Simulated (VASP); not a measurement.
# Sr2PbSe3: single point with r2SCAN+rVV10

Crystal: Sr2PbSe3.

```
Sr Pb Se
1.0
     4.39421    0.00000    0.00000
    -2.19710    3.80550    0.00000
     0.00000    0.00000   10.78152
Sr Pb Se
2 1 3
Direct
  0.33333 0.66667 0.83216
  0.66667 0.33333 0.16784
  0.00000 0.00000 0.50000
  0.33333 0.66667 0.33376
  0.66667 0.33333 0.66624
  0.00000 0.00000 0.00000
```

```
Program                : VASP 6.6.1
Task                   : single point
Functional             : r2SCAN
Dispersion             : rVV10
Potentials or basis    : VASP PAW PBE potentials, release 64 (Sr_sv, Pb_d, Se)
Cutoff                 : 520 eV
k mesh                 : 6 × 6 × 2
Occupations            : fermi-dirac, width 0.03 eV
Spin                   : no spin polarisation
Dipole correction      : no
Further INCAR settings : ALGO = Normal; EDIFF = 1e-06; NBANDS = 35
```

```yaml
Pressure: 0.2 GPa
Largest_force: 0.005 eV/Å
Band_gap_on_the_k_mesh: 2.08 eV
```

Forces in eV/Å, atoms in the order of the input:
```
Sr   0.000  0.000  0.004
Sr   0.000  0.000 -0.004
Pb   0.000  0.000  0.000
Se   0.000  0.000  0.005
Se   0.000  0.000 -0.005
Se   0.000  0.000  0.000
```

Levels at points of the mesh, in eV from the valence-band top:
```tsv
k point	band 23	band 24	band 25	band 26	band 27	band 28	band 29	band 30
(0.00, 0.00, 0.00)	-0.79	-0.73	-0.66	-0.66	2.26	3.59	3.59	4.02
(0.50, 0.00, 0.00)	-1.34	-1.22	-1.07	-0.95	2.62	2.97	4.14	4.34
(0.00, 0.00, 0.50)	-1.15	-0.53	-0.53	0.00	2.08	3.46	3.46	4.09
(0.50, 0.00, 0.50)	-1.38	-1.27	-0.94	-0.53	2.80	3.03	3.97	4.08
```

Wall time 5 min on 1 thread of Intel(R) Xeon(R) 6975P-C (Granite Rapids), on a shared host, peak memory 0.76 GiB.

Caveat: the PAW data sets were made with another functional, which shifts forces and pressure a little; spin-orbit coupling is left out, which moves the levels of the heavy elements. A k mesh can miss the band edges.
